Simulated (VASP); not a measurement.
**PtSe2: single point with PBE**

The system is PtSe2.

```
Pt Se
1.0
     5.74224    0.00000    0.00000
     0.00000    5.74224    0.00000
     0.00000    0.00000    3.96812
Pt Se
2 4
Cartesian
  0.0000 0.0000 0.0000
  2.8711 2.8711 1.9841
  1.7806 1.7806 0.0000
  1.0905 4.6518 1.9841
  4.6518 1.0905 1.9841
  3.9616 3.9616 0.0000
```

```json
{
  "Program": "VASP 6.6.1",
  "Task": "single point",
  "Functional": "PBE",
  "Potentials or basis": "VASP PAW PBE potentials, release 64 (Pt, Se)",
  "Cutoff": "520 eV",
  "k mesh": "4 × 4 × 6",
  "Occupations": "fermi-dirac, width 0.02 eV",
  "Spin": "no spin polarisation",
  "Dipole correction": "no",
  "Further INCAR settings": "ALGO = Normal; EDIFF = 1e-06; NBANDS = 31"
}
```

```json
{"Pressure": "3.2 GPa", "Largest force": "0.084 eV/Å", "Band gap on the k mesh": "zero (bands 22 and 23 overlap by 0.38 eV)"}
```

Forces on the atoms (eV/Å):
```
Pt   0.000  0.000  0.000
Pt   0.000  0.000  0.000
Se  -0.059 -0.059  0.000
Se   0.059 -0.059  0.000
Se  -0.059  0.059  0.000
Se   0.059  0.059  0.000
```

Stress tensor (GPa, compression positive):
```
2.84 0.00 0.00
0.00 2.84 0.00
0.00 0.00 4.03
```

Levels at points of the mesh, in eV from the Fermi level:
```tsv
k point	band 20	band 21	band 22	band 23	band 24	band 25
(0.00, 0.00, 0.00)	-0.59	0.24	0.24	0.52	2.23	2.56
(0.50, 0.00, 0.00)	-1.26	-0.50	-0.50	2.15	2.15	2.21
(0.50, 0.50, 0.00)	-1.04	-0.23	-0.23	0.37	0.37	2.41
(0.00, 0.00, 0.50)	-0.91	0.01	0.01	0.17	0.17	0.82
(0.50, 0.00, 0.50)	-1.38	-0.88	-0.88	0.01	0.01	3.33
(0.50, 0.50, 0.50)	-0.30	-0.11	-0.11	0.94	0.94	1.00
```

Wall time 47 s on 1 thread of Intel(R) Xeon(R) 6975P-C (Granite Rapids) (shared host), peak memory 0.28 GiB.

Caveat: the cell stands under pressure; the structure was generated, so it needn't be the stable form of PtSe2; spin-orbit coupling is left out, which moves the levels of the heavy elements.
